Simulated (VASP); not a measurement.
Here is a VASP 6.6.1 calculation.

File INCAR:

```
SYSTEM = H16CO7
PREC = Accurate
ENCUT = 520
EDIFF = 1E-6
ISMEAR = -1
SIGMA = 0.05
LREAL = Auto
LASPH = .True.
NELM = 60
ALGO = Normal
ISIF = 2
LWAVE = .False.
LCHARG = .False.
GGA = PE
IVDW = 12
NBANDS = 49
```

Contents of KPOINTS:

```
Automatic mesh
0
Gamma
  1 1 1
  0 0 0
```

Contents of POSCAR:

```
H16CO7
1.0
    6.2743050000      0.0000000000      0.0000000000
    0.0000000000      6.2743050000      0.0000000000
    0.0000000000      0.0000000000      6.2743050000
O H C
7 16 1
Direct
    0.0258674068      0.7285587806      0.2516135253
    0.1625518683      0.5943925263      0.8374951489
    0.9326451296      0.1240774875      0.2751221052
    0.3494570315      0.2893706952      0.2451108131
    0.5152602559      0.6279739350      0.4160460800
    0.8291914403      0.4083639543      0.6160522958
    0.5224483030      0.2158007939      0.8276773284
    0.0630508080      0.6830397948      0.1057168882
    0.1616274631      0.7094969084      0.3200673222
    0.2934508284      0.6113824559      0.7452299498
    0.0315572800      0.5471522344      0.7652481032
    0.8200430167      0.1622649839      0.1817093686
    0.9703226094     -0.0332467102      0.2551836419
    0.2043732334      0.2246145191      0.2526813727
    0.3883298628      0.2940405352      0.0887907107
    0.4786187474      0.5011072940      0.3285144729
    0.5851644126      0.7269968546      0.3225058393
    0.7233948621      0.4987484670      0.5317082928
    0.8476636058      0.2895141374      0.5158818387
    0.5062552745     -0.1058603303      0.7697426249
    0.6447088562      0.2519641618      0.7434289535
    0.2690815955      0.0107581637      0.8305780481
    0.3703358380      0.0413272864      0.5674413341
    0.4103402688      0.0393669100      0.7378665844
```

Potentials or basis: VASP PAW PBE potentials, release 64 (O, H, C).

Launch:

```console
$ cat potpaw_PBE.64/O/POTCAR potpaw_PBE.64/H/POTCAR potpaw_PBE.64/C/POTCAR > POTCAR
$ mpirun -np 1 vasp_gam > vasp.out
```

Question: What does it give for the band gap on the k mesh?

Answer: 4.23 eV.

Question: What does it give for the pressure?

Answer: 0.2 GPa.

Question: What does it give for the largest force?

Answer: 1.977 eV/Å.

Question: What does it give for the dispersion energy per atom?

Answer: -0.033 eV.

Stress tensor (GPa, compression positive):
```
-0.35  0.09  0.26
 0.09  1.07 -0.23
 0.26 -0.23 -0.05
```

Caveat: the k points lie up to 1.00 Å⁻¹ apart.
